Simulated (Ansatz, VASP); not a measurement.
**One calculation of Co, two programs**

File POSCAR:

```
Co
1.0
    2.4715232260      0.0000000000      0.0000000000
   -1.2357616130      2.1404018997      0.0000000000
    0.0000000000      0.0000000000      4.0271144694
Co
2
Direct
    0.3333333333      0.6666666667      0.2500000000
    0.6666666667      0.3333333333      0.7500000000
```

File INCAR.step1:

```
SYSTEM = Co
ALGO = Normal ; EDIFF = 1E-4
ENCUT = 520 ; GGA = PE
ISMEAR = 1 ; ISPIN = 2
LASPH = .TRUE. ; LCHARG = .FALSE.
LMAXMIX = 4 ; LREAL = .FALSE.
LWAVE = .TRUE. ; MAGMOM = 1.891 1.891
NBANDS = 20 ; NELM = 150
PREC = Accurate ; SIGMA = 0.3
```

Contents of INCAR.step2:

```
SYSTEM = Co
ALGO = Normal ; EDIFF = 1E-7
ENCUT = 520 ; ISIF = 2
ISMEAR = 1 ; ISPIN = 2
ISTART = 1 ; LASPH = .TRUE.
LCHARG = .FALSE. ; LMAXMIX = 4
LMIXTAU = .TRUE. ; LORBIT = 11
LREAL = .FALSE. ; LWAVE = .FALSE.
MAGMOM = 1.891 1.891 ; METAGGA = R2SCAN
NBANDS = 20 ; NELM = 150
PREC = Accurate ; SIGMA = 0.3
```

KPOINTS

```
k-points
0
G
  15 15 8
  0 0 0
```

Input for Ansatz:

```yaml
crystal:
  lattice:
    - [2.471523226, 0.0, 0.0]
    - [-1.235761613, 2.1404018997, 0.0]
    - [0.0, 0.0, 4.0271144694]
  atoms:
    - { symbol: Co, position: [0.3333333333, 0.6666666667, 0.25], spin: 1.891 }
    - { symbol: Co, position: [0.6666666667, 0.3333333333, 0.75], spin: 1.891 }
hamiltonian:
  xc: r2scan
  pseudopotentials:
    kind: paw
    azcp:
      Co: "pseudopotentials/Co.paw.azcp"
basis:
  ecutwfc: 500
  fft_grid_basis: typed
kpoints:
  mp_grid: { grid: [15, 15, 8], shift: [0, 0, 0] }
magnetization:
  spin_polarized: true
scf:
  occupations: { method: cold, width: 0.3 }
  lower_state_search: "off"
output:
  stress: true
  write_density: true
  write_potential: true
  elf: true
  volumetric_format: npy
```

Alike in both runs: task single point; functional r2SCAN; k mesh 15 × 15 × 8; collinear spin.

|  | VASP | Ansatz |
| --- | --- | --- |
| version | VASP 6.6.1 | Ansatz 0.2.0 |
| potentials or method | VASP PAW PBE potentials, release 64 (Co), cutoff 520 eV | plane waves (500 eV) with PAW, scalar-relativistic |
| occupations | methfessel-paxton of order 1, width 0.3 eV | cold, width 0.3 eV |
| valence electrons in the cell | 18 | 34 |

|  | VASP | Ansatz | Ansatz less VASP |
| --- | --- | --- | --- |
| pressure (GPa) | -1.4 | -1.4 | -0.01 |
| traceless stress, the component that is largest in VASP (GPa) | -0.33 | 0.02 | +0.347 |
| net moment per atom (μB) | 1.71 | 1.72 | +0.009 |
| size of the moment on the site where the two differ most (μB) | 1.77 | 1.86 | +0.088 |

VASP's potentials were made for PBE, not for r2SCAN. Site moments also hang on the region over which each program counts them. VASP's potentials hold 18 valence electrons a cell and Ansatz's 34, so a difference there can come from the potentials and not from the codes. Ansatz's warnings: stability check not made.
